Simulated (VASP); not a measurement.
## La: single point with LDA

The system is La.

```
La
1.0
     3.73746    0.00000    0.00000
    -1.86873    3.23674    0.00000
     0.00000    0.00000    6.04970
La
2
Direct
  0.33333 0.66667 0.25000
  0.66667 0.33333 0.75000
```

| Quantity | Value |
| --- | --- |
| Program | VASP 6.6.1 |
| Task | single point |
| Functional | LDA |
| Potentials or basis | VASP PAW LDA potentials, release 64 (La) |
| Cutoff | 520 eV |
| k mesh | 11 × 11 × 6 |
| Occupations | fermi-dirac, width 0.05 eV |
| Spin | no spin polarisation |

* Pressure: -2.9 GPa
* Band gap on the k mesh: zero (bands 11 and 12 overlap by 1.40 eV)

Stress tensor (GPa, compression positive):
```
-2.85  0.00  0.00
 0.00 -2.85  0.00
 0.00  0.00 -2.95
```

Levels at points of the mesh, in eV from the Fermi level:
| k point | band 7 | band 8 | band 9 | band 10 | band 11 | band 12 | band 13 | band 14 | band 15 | band 16 |
| --- | --- | --- | --- | --- | --- | --- | --- | --- | --- | --- |
| (0.00, 0.00, 0.00) | -15.68 | -15.65 | -3.18 | -1.77 | 1.01 | 1.30 | 1.30 | 1.39 | 1.47 | 1.57 |
| (0.00, 0.00, 0.50) | -15.78 | -15.78 | -1.86 | -1.86 | 0.59 | 0.59 | 1.37 | 1.37 | 1.38 | 1.40 |

Run time: 110 s on 1 thread of Intel Xeon 8259CL (shared host), peak memory 0.22 GiB.

Caveat: spin-orbit coupling is left out, which moves the levels of the heavy elements.
